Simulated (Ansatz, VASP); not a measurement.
# Ag in VASP and in Ansatz

```
Ag
1.0
     0.00000    1.94094    2.09418
     1.94094    0.00000    2.09418
     1.94094    1.94094    0.00000
Ag
1
Direct
  0.00000 0.00000 0.00000
```

Change from the starting cell: strain -0.050 along x and y, +0.025 along z, atoms carried along.

Alike in both runs: task single point; functional PBEsol; k mesh 20 × 20 × 20; occupations gaussian, width 0.15 eV; no spin polarisation.

```csv
,VASP,Ansatz
version,VASP 6.6.1,Ansatz 0.2.0
potentials or method,"VASP PAW PBE potentials, release 64 (Ag), cutoff 520 eV","scalar-relativistic, plane waves, PAW"
valence electrons in the cell,11,19
```

|  | VASP | Ansatz | Ansatz less VASP |
| --- | --- | --- | --- |
| gap on the k mesh at the Fermi level (eV) | none | none | - |
| pressure (GPa) | 7.5 | 7.8 | +0.33 |
| traceless stress, the component that is largest in VASP (GPa) | -3.33 | -3.35 | -0.023 |

VASP's potentials were made for PBE, not for PBEsol. A gap of «none» marks a metal or a gap that the smearing closes. VASP's potentials hold 11 valence electrons a cell and Ansatz's 19, so a difference there can come from the potentials and not from the codes.
